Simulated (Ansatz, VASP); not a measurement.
# Ta: VASP beside Ansatz

```
Ta
1.0
     2.81737    0.00000    0.00000
    -0.93912    2.65624    0.00000
     0.00000    0.00000   25.20150
Ta
5
Direct
  0.00000 0.00000 0.31744
  0.50000 0.50000 0.40872
  0.00000 0.00000 0.50000
  0.50000 0.50000 0.59128
  0.00000 0.00000 0.68256
```

Alike in both runs: task single point; functional LDA; k mesh 15 × 15 × 1; occupations fermi-dirac, width 0.08 eV; no spin polarisation.

```csv
,VASP,Ansatz
version,VASP 6.6.1,Ansatz 0.2.0
potentials or method,"VASP PAW LDA potentials, release 64 (Ta_pv)","PAW with Ansatz's default frozen-core files, scalar-relativistic"
plane-wave cutoff (eV),520,420
valence electrons in the cell,55,65
```

|  | VASP | Ansatz | Ansatz less VASP |
| --- | --- | --- | --- |
| rms of the force components (eV/Å) | 0.229 | 0.238 | +0.0092 |

LDA's correlation is that of Perdew and Zunger in VASP and of Perdew and Wang (1992) in Ansatz. Atom by atom the forces differ by 0.014 eV/Å (rms over components). VASP's potentials hold 55 valence electrons a cell and Ansatz's 65, so a difference there can come from the potentials and not from the codes.

Neither program's run includes spin-orbit coupling.
